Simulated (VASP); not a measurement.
# Si16C17 (a cell with a defect) in VASP: single point with PBE

Aim: the single point of Si16C17 (a cell with a defect) with PBE.

Everything below comes from runs of VASP 6.6.1. Logs are shortened: lines on timing, memory, paths and dates and some standing lists are left out, and cuts for length are marked.

### Step 1. The cell of the first run

The cell holds a defect, 33 atoms: a = 7.586 Å, b = 7.586 Å, c = 7.586 Å, α = 109.47°, β = 109.47°, γ = 109.47°.

### Step 2. Single point, PBE

INCAR

```
PREC = Accurate
ENCUT = 520
EDIFF = 1E-7
ISMEAR = 0
SIGMA = 0.02
LREAL = Auto
LASPH = True
NELM = 100
ALGO = Normal
ISIF = 2
LWAVE = False
LCHARG = True
GGA = PE
LELF = True
LVHAR = True
NBANDS = 88
```

KPOINTS

```
Automatic mesh
0
Gamma
  2 2 2
  0.5 0.5 0.5
```

POSCAR

```
Si16C17
1.0
    4.3797259441      4.3797259441      4.3797259441
   -4.3797259441      4.3797259441     -4.3797259441
   -4.3797259441     -4.3797259441      4.3797259441
Si C
16 17
Direct
    0.2529087468      0.0097180738     -0.0013111551
    0.2525065527      0.7484908969      0.2596661331
    0.5530290093      0.7617969806      0.0116928549
    0.2541797168      0.5003690934      0.5024113445
    0.5050215535      0.5037248970      0.2517490852
    0.7554336829      0.4979502206     -0.0008728857
    0.2541640765      0.2524536955      0.7503761747
    0.4943489679      0.2464301451      0.4964165630
    0.7529195986      0.2476726886      0.2472426389
    0.0026430878      0.2528692466      0.0007511886
    0.5050545464      0.0017905230      0.7535920151
    0.7527686760     -0.0028159296      0.4974942560
    0.0151349653      0.0067943749      0.2568442671
    0.7554899650      0.7490663895      0.7479357252
    0.0026038159      0.7507642126      0.5029025853
   -0.0398430181      0.4682527003      0.7182138883
    0.5038379178      0.2532368496      0.2520963672
    0.5036656467      0.0019806034      0.5030307896
    0.7785080719      0.0127771693      0.2627265986
    0.5079111178      0.7515557005      0.7487743621
    0.7538193125      0.7502629256      0.5000543477
    0.0030369480      0.7522127051      0.2546185570
    0.5078355423      0.4989090705      0.0015709887
    0.7315734000      0.4893186303      0.7393228575
    0.0011460763      0.4987868026      0.4970256194
    0.2538612037      0.5002899789      0.2502689698
    0.7538956871      0.2501166772      0.0002420243
    0.0010443576      0.2469678500      0.7486613413
    0.2547783844      0.2526168336      0.5026266547
    0.0032294258      0.0044074676      0.0022415786
    0.2538831229      0.0002319780      0.7502534501
    0.1489838653      0.7159879499     -0.0334152186
    0.3632407644     -0.1836108036      0.0661356449
```

Potentials or basis: VASP PAW PBE potentials, release 64 (Si, C).

On the command line:

```bash
$ cat potpaw_PBE.64/Si/POTCAR potpaw_PBE.64/C/POTCAR > POTCAR
$ mpirun -np 1 vasp_std > vasp.out
```

OUTCAR:

```text
PREC = Accurate
   ENCUT = 520
   EDIFF = 1E-7
   ISMEAR = 0
   LREAL = Auto
   LASPH = True
   NELM = 100
   ISIF = 2
   GGA = PE

 ion  position               nearest neighbor table
   1  0.253  0.010  0.999-  31 1.86  30 1.89  17 1.89  32 2.00  33 2.04   7 3.04  10 3.06   5 3.06
                            15 3.07  13 3.07  11 3.08  14 3.08   8 3.08   9 3.10
   2  0.253  0.748  0.260-  26 1.86  22 1.89  18 1.89  32 1.99  33 2.04   4 3.04  15 3.05  11 3.06
                            10 3.07  13 3.07   6 3.08   5 3.08   8 3.09  12 3.10
   3  0.553  0.762  0.012-  33 1.76  19 1.85  20 1.88  23 1.88  13 2.86  14 2.90   6 2.90  12 3.03
                             9 3.03  11 3.10   5 3.10
   4  0.254  0.500  0.502-  29 1.88  20 1.90  25 1.90  26 1.91   2 3.04  13 3.06   8 3.06   7 3.07
                             9 3.10  14 3.11  11 3.11   5 3.11  10 3.11  15 3.11
   5  0.505  0.504  0.252-  21 1.88  26 1.89  23 1.89  17 1.90  12 3.06   1 3.06  14 3.07   2 3.08
                            15 3.08   3 3.10   7 3.11   4 3.11   8 3.11  10 3.11   6 3.12   9 3.12
   6  0.755  0.498  0.999-  27 1.88  23 1.89  24 1.89  22 1.92   3 2.90  16 3.02  10 3.05  11 3.07
                             2 3.08   9 3.09   7 3.11  14 3.11   8 3.11   5 3.12  15 3.12
   7  0.254  0.252  0.750-  29 1.88  23 1.90  28 1.90  31 1.91   1 3.04  13 3.06   8 3.06   4 3.07
                             6 3.11   5 3.11  12 3.11  11 3.11  15 3.11  10 3.11
   8  0.494  0.246  0.496-  24 1.83  29 1.85  17 1.90  18 1.90  16 2.89  13 2.97   4 3.06   7 3.06
                             1 3.08   2 3.09  11 3.11   5 3.11  14 3.11   6 3.11  12 3.14   9 3.15
   9  0.753  0.248  0.247-  27 1.88  19 1.89  25 1.89  17 1.92  16 2.92   3 3.03  11 3.06  10 3.07
                             6 3.09   1 3.10  12 3.10   4 3.10  15 3.12  13 3.12   5 3.12   8 3.15
  10  0.003  0.253  0.001-  27 1.88  30 1.89  26 1.89  28 1.89   6 3.05   1 3.06   2 3.07   9 3.07
                            11 3.08  16 3.10   4 3.11   7 3.11  13 3.11   5 3.11  12 3.12  14 3.12
  11  0.505  0.002  0.754-  27 1.88  31 1.89  20 1.89  18 1.90   9 3.06   2 3.06   6 3.07   1 3.08
                            10 3.08   3 3.10   4 3.11   7 3.11   8 3.11  15 3.11  14 3.12  12 3.12
  12  0.753  0.997  0.497-  21 1.88  19 1.89  28 1.89  18 1.92  16 2.92   3 3.03   5 3.06  15 3.07
                            14 3.09   2 3.10   9 3.10   7 3.11  13 3.12  10 3.12  11 3.12   8 3.14
  13  0.015  0.007  0.257-  19 1.83  29 1.85  22 1.90  30 1.90   3 2.86   8 2.97   7 3.06   4 3.06
                             2 3.07   1 3.07  15 3.11  10 3.11  12 3.12   9 3.12
  14  0.755  0.749  0.748-  21 1.88  20 1.89  24 1.89  30 1.92   3 2.90  16 3.02  15 3.05   5 3.07
                             1 3.08  12 3.09   4 3.11   6 3.11   8 3.11  11 3.12  10 3.12
  15  0.003  0.751  0.503-  21 1.88  22 1.89  31 1.89  25 1.89  14 3.05   2 3.05   1 3.07  12 3.07
                             5 3.08  16 3.10   7 3.11   4 3.11  13 3.11  11 3.11   9 3.12   6 3.12
  16  0.960  0.468  0.718-  32 1.78  24 1.85  25 1.88  28 1.88   8 2.89   9 2.92  12 2.92  14 3.02
                             6 3.02  15 3.10  10 3.10
  17  0.504  0.253  0.252-   1 1.89   8 1.90   5 1.90   9 1.92
  18  0.504  0.002  0.503-   2 1.89   8 1.90  11 1.90  12 1.92
  19  0.779  0.013  0.263-  13 1.83   3 1.85  12 1.89   9 1.89
  20  0.508  0.752  0.749-   3 1.88  14 1.89  11 1.89   4 1.90
  21  0.754  0.750  0.500-  15 1.88  14 1.88   5 1.88  12 1.88
  22  0.003  0.752  0.255-  15 1.89   2 1.89  13 1.90   6 1.92
[... 9 lines left out ...]
  32  0.149  0.716  0.967-  33 1.33  16 1.78   2 1.99   1 2.00
  33  0.363  0.816  0.066-  32 1.33   3 1.76   1 2.04   2 2.04

  LATTYP: Found a body centered cubic cell.
 ALAT       =     8.7594518882

  Lattice vectors:

 A1 = (   4.3797259441,   4.3797259441,   4.3797259441)
 A2 = (  -4.3797259441,   4.3797259441,  -4.3797259441)
 A3 = (  -4.3797259441,  -4.3797259441,   4.3797259441)

Analysis of symmetry for initial positions (statically):
=====================================================================
 Subroutine PRICEL returns:
 Original cell was already a primitive cell.

 Routine SETGRP: Setting up the symmetry group for a
 body centered cubic supercell.

 Subroutine GETGRP returns: Found  1 space group operations
 (whereof  1 operations were pure point group operations)
 out of a pool of 48 trial point group operations.

The static configuration has the point symmetry C_1 .

Analysis of symmetry for dynamics (positions and initial velocities):
=====================================================================
 Subroutine PRICEL returns:
 Original cell was already a primitive cell.

 Routine SETGRP: Setting up the symmetry group for a
 body centered cubic supercell.

 Subroutine GETGRP returns: Found  1 space group operations
 (whereof  1 operations were pure point group operations)
 out of a pool of 48 trial point group operations.

The dynamic configuration has the point symmetry C_1 .

 Subroutine INISYM returns: Found  1 space group operations
 (whereof  1 operations are pure point group operations),
 and found     1 'primitive' translations

[... 99 lines left out ...]

  Length of vectors
     0.080725003  0.080725003  0.080725003

  Shift w.r.t. Gamma in fractional coordinates (k-lattice)
     0.500000000  0.500000000  0.500000000

 Subroutine IBZKPT returns following result:
 ===========================================

 Found      4 irreducible k-points:

 Following reciprocal coordinates:
            Coordinates               Weight
  0.250000  0.250000  0.250000      2.000000
 -0.250000  0.250000  0.250000      2.000000
  0.250000 -0.250000  0.250000      2.000000
  0.250000  0.250000 -0.250000      2.000000
   k-points           NKPTS =      4   k-points in BZ     NKDIM =      4   number of bands    NBANDS=     88
   number of dos      NEDOS =    301   number of ions     NIONS =     33
   total plane-waves  NPLWV = 175616
   dimension x,y,z NGX =    56 NGY =   56 NGZ =   56
   dimension x,y,z NGXF=   112 NGYF=  112 NGZF=  112
   ions per type =              16  17
   NGX,Y,Z   is equivalent  to a cutoff of  12.27, 12.27, 12.27 a.u.
   NGXF,Y,Z  is equivalent  to a cutoff of  24.54, 24.54, 24.54 a.u.
 SYSTEM =  unknown system
   PREC   = accura    normal or accurate (medium, high low for compatibility)
   ISTART =      0    job   : 0-new  1-cont  2-samecut
   ICHARG =      2    charge: 1-file 2-atom 10-const
   ISPIN  =      1    spin polarized calculation?
   LNONCOLLINEAR =      F non collinear calculations
   LSORBIT =      F    spin-orbit coupling
   LASPH  =      T    aspherical Exc in radial PAW
   ENCUT  =  520.0 eV  38.22 Ry    6.18 a.u.  14.10 14.10 14.10*2*pi/ulx,y,z
   NELM   =    100;   NELMIN=  2; NELMDL= -5     # of ELM steps
   EDIFF  = 0.1E-06   stopping-criterion for ELM
   LREAL  =      T    real-space projection
   EDIFFG = 0.1E-05   stopping-criterion for IOM
   NSW    =      0    number of steps for IOM
   IBRION =     -1    ionic relax: 0-MD 1-quasi-New 2-CG
   NFREE  =      0    steps in history (QN), initial steepest desc. (CG)
   ISIF   =      2    stress and relaxation
   ISYM   =      2    0-nonsym 1-usesym 2-fastsym
   POTIM  = 0.5000    time-step for ionic-motion
   TEBEG  =    0.0;   TEEND  =   0.0 temperature during run
   PSTRESS=    0.0 pullay stress
   NELECT =     132.0000    total number of electrons
   NUPDOWN=      -1.0000    fix difference up-down
   EMIN   =  10.00;   EMAX   =-10.00  energy-range for DOS
   EFERMI =   0.00;   METHOD = LEGACY
   ISMEAR =     0;   SIGMA  =   0.02  broadening in eV -4-tet -1-fermi 0-gaus
   EFERMI_NEDOS =   21; number of points for ismear=-14 and -15
   IALGO  =     38    algorithm
   IMIX   =      4    mixing-type and parameters
     AMIX     =   0.40;   BMIX     =  1.00
     AMIX_MAG =   1.60;   BMIX_MAG =  1.00
  volume/ion in A,a.u.               =      10.18        68.72
  Fermi-wavevector in a.u.,A,eV,Ry     =   1.198945  2.265677 19.557950  1.437469
  Thomas-Fermi vector in A             =   2.334821
   LORBIT       =      0    0 simple, 1 ext, 2 COOP (PROOUT), +10 PAW based schemes
   GGA     = PE    functional components
   LHFCALC =     F    Hartree Fock is set to
   AEXX    =    0.0000 exact exchange contribution
   IVDW    =     0    specifies the selected vdW correction
   LEPSILON=     F    determine dielectric tensor
   LRPA    =     F    only Hartree local field effects (RPA)
 non-spin polarized calculation
 Gauss-broadening in eV      SIGMA  =   0.02
  energy-cutoff  :      520.00
  volume of cell :      336.05
 maximum number of plane-waves:      9092
   NGX = 29   NGY = 29   NGZ = 29

 number of electron     131.9999999 magnetization

 Free energy of the ion-electron system (eV)
  ---------------------------------------------------
  ext. energy  EPLUGINS =         0.00000000
  ---------------------------------------------------
  free energy    TOTEN  =      -243.22677848 eV

  energy without entropy =     -243.22677848  energy(sigma->0) =     -243.22677848

 E-fermi :   9.5759     XC(G=0): -11.4046

 val. band max:        9.4466253801   @ k =   0.2500   0.2500   0.2500
 cond. band min:       9.7019263597   @ k =  -0.2500   0.2500   0.2500
 fundamental gap:      0.2553009795
 Fermi energy:         9.5759491286

 k-point     1 :       0.2500    0.2500    0.2500
  band No.  band energies     occupation
      1      -7.9703      2.00000
      2      -6.1953      2.00000
      3      -6.1443      2.00000
      4      -6.0954      2.00000
      5      -5.1080      2.00000
      6      -3.6001      2.00000
[... 313 lines left out ...]
     77      13.3327      0.00000
     78      13.5267      0.00000
 [bands above 78 left out]

------------------------ aborting loop because EDIFF is reached ----------------------------------------

  FORCE on cell =-STRESS in cart. coord.  units (eV):
  Direction    XX          YY          ZZ          XY          YZ          ZX
  --------------------------------------------------------------------------------------
  -------------------------------------------------------------------------------------
  Total       13.3125905     14.7398761     14.6431310      1.2145279     12.6901319      1.1563190
  in kB       63.4705637     70.2754468     69.8141944      5.7905163     60.5028619      5.5129931
  external PRESSURE =      67.8534016 kB  Pullay stress =       0.0000000 kB

 VOLUME and BASIS-vectors are now :
 -----------------------------------------------------------------------------
  energy-cutoff  :      520.00
  volume of cell :      336.05
      direct lattice vectors                 reciprocal lattice vectors
     4.379725944  4.379725944  4.379725944     0.000000000  0.114162394  0.114162394
    -4.379725944  4.379725944 -4.379725944    -0.114162394  0.114162394  0.000000000
    -4.379725944 -4.379725944  4.379725944    -0.114162394  0.000000000  0.114162394

 POSITION                                       TOTAL-FORCE (eV/Angst)
 -----------------------------------------------------------------------------------
     -3.30887     -3.22375      5.43909        -0.002881      0.006901      0.009109
     -3.30954      3.24683     -1.03501        -0.008559      0.011733      0.003492
     -0.96556      5.70737     -0.86314        -0.004893     -0.002565     -0.002699
     -3.27867      1.10429      1.12218         0.005824      0.004379      0.006334
     -1.09691      3.31544      1.10827         0.006218     -0.004581      0.011112
     -3.24820      1.11358      5.50361         0.005036      0.001646     -0.002018
[... 25 lines left out ...]
     -6.71670     -0.44504      1.75005         0.032600     -0.072552     -0.076688
     -2.27432      4.87680     -1.69501        -0.024990      0.073573      0.058448
 -----------------------------------------------------------------------------------
    total drift:                               -0.054167     -0.093659     -0.087456

  FREE ENERGIE OF THE ION-ELECTRON SYSTEM (eV)
  ---------------------------------------------------
  free  energy   TOTEN  =      -243.2267784781 eV

  energy  without entropy=     -243.2267784781  energy(sigma->0) =     -243.22677848
```

It took 2 min on 1 thread of AMD EPYC 9R45 (Zen 5), shared host; peak memory 0.39 GiB.

Results:

* Free energy: -243.2268 eV
* Pressure: 6.8 GPa
* Largest force: 0.110 eV/Å
* Band gap on the k mesh: zero (band 66 reaches 9.70 eV, above the bottom of band 67 at 9.45 eV)

Forces on the atoms (eV/Å):
```
Si  -0.003  0.007  0.009
Si  -0.009  0.012  0.003
Si  -0.005 -0.003 -0.003
Si   0.006  0.004  0.006
Si   0.006 -0.005  0.011
Si   0.005  0.002 -0.002
Si   0.009  0.000  0.005
Si   0.005 -0.003 -0.003
Si   0.006 -0.004  0.005
Si   0.004 -0.008  0.002
Si   0.005  0.001  0.005
Si   0.002  0.007  0.004
Si  -0.014  0.003  0.001
Si   0.005  0.005 -0.005
Si  -0.009 -0.002 -0.007
Si  -0.017 -0.005  0.001
C    0.001 -0.012 -0.008
C    0.005 -0.006 -0.015
C   -0.002  0.012  0.004
C   -0.004  0.009  0.004
C   -0.006 -0.002  0.008
C    0.012  0.012 -0.007
C    0.009  0.002  0.008
C    0.001  0.014  0.018
C   -0.013 -0.008  0.002
C    0.000 -0.013 -0.007
C   -0.001 -0.003 -0.002
C   -0.013 -0.002 -0.002
C    0.013 -0.008 -0.010
C    0.005  0.004  0.001
C   -0.010 -0.010 -0.008
C    0.033 -0.073 -0.077
C   -0.025  0.074  0.058
```

Caveat: the k points lie up to 0.51 Å⁻¹ apart.
